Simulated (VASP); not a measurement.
Write the native input for VASP 6.6.1 that does the following.

```yaml
Task: single point
Functional: PBE
Potentials_or_basis: VASP PAW PBE potentials, release 64 (Mo_sv, S)
Cutoff: 520 eV
k_mesh: 8 × 8 × 6
Occupations: fermi-dirac, width 0.05 eV
Spin: no spin polarisation
Dipole_correction: no
Further_INCAR_settings: ALGO = Normal; EDIFF = 1e-06; NBANDS = 20
```

The structure of MoS2 lies in POSCAR:

```
MoS2
1.0
    3.1479925200     -1.9297820300      0.0000000000
    3.1479925200      1.9297820300      0.0000000000
   -0.0030992400      0.0000000000      4.4393295900
Mo S
1 2
Direct
    0.0163620000     -0.0144330000      0.0024950000
    0.6852500000      0.6921700000      0.2926260000
    0.3231280000      0.3051130000      0.7034390000
```

This cell differs from its parent crystal: atoms moved at random.

These files were run (other wordings do the same):

INCAR

```
  PREC = Accurate
  ENCUT = 520
  EDIFF = 1E-6
  ISMEAR = -1
  SIGMA = 0.05
  LREAL = False
  LASPH = True
  NELM = 60
  ALGO = Normal
  ISIF = 2
  LWAVE = False
  LCHARG = False
  GGA = PE
  NBANDS = 20
```

KPOINTS

```
regular mesh
0
Gamma
  8 8 6
```

Potentials or basis: VASP PAW PBE potentials, release 64 (Mo_sv, S).

Launch:

```console
$ cat potpaw_PBE.64/Mo_sv/POTCAR potpaw_PBE.64/S/POTCAR > POTCAR
$ mpirun -np 1 vasp_std > vasp.out
```

It gave:

```
Pressure               : -4.9 GPa
Largest force          : 1.423 eV/Å
Band gap on the k mesh : zero (band 13 reaches 7.67 eV, above the bottom of band 14 at 6.75 eV)
```

Caveat: the cell differs from its parent crystal (atoms moved at random); forces of over 1 eV/Å act on the atoms, so gaps and moduli don't describe the material at rest.

It took 120 s on 1 thread of Intel Xeon 6975P-C (shared host), peak memory 0.32 GiB.
